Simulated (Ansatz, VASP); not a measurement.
Cu: VASP beside Ansatz

```xyz
1
Lattice="0.0000 1.8256 1.8075 1.8256 0.0000 1.8075 1.8256 1.8256 0.0000" Properties=species:S:1:pos:R:3 pbc="T T T"
Cu    0.0000    0.0000    0.0000
```

Change from the starting cell: equal xx and yy strain of +1 %, crystal datasets.

Alike in both runs: task electric field gradients; functional PBEsol; k mesh 17 × 17 × 17; occupations fermi-dirac, width 0.03 eV; no spin polarisation.

|  | VASP | Ansatz |
| --- | --- | --- |
| version | VASP 6.6.1 | Ansatz 0.2.0 |
| potentials or method | VASP PAW PBE potentials, release 64 (Cu), cutoff 520 eV | all-electron PAW with datasets made for the crystal, scalar-relativistic |

VASP gave:

| Property | Result |
| --- | --- |
| pressure (GPa) | -8.6 |
| traceless stress, the component that is largest in VASP (GPa) | 0.43 |
| size of Vzz on the site where it differs most (V/Å²) | 0.8 |

Problem. Which values does Ansatz return?

Solution. Pressure (GPa): -9.2; traceless stress, the component that is largest in VASP (GPa): 0.43; size of Vzz on the site where it differs most (V/Å²): 0.6.

VASP's potentials were made for PBE, not for PBEsol. Ansatz ran all-electron here, and VASP with PAW potentials.
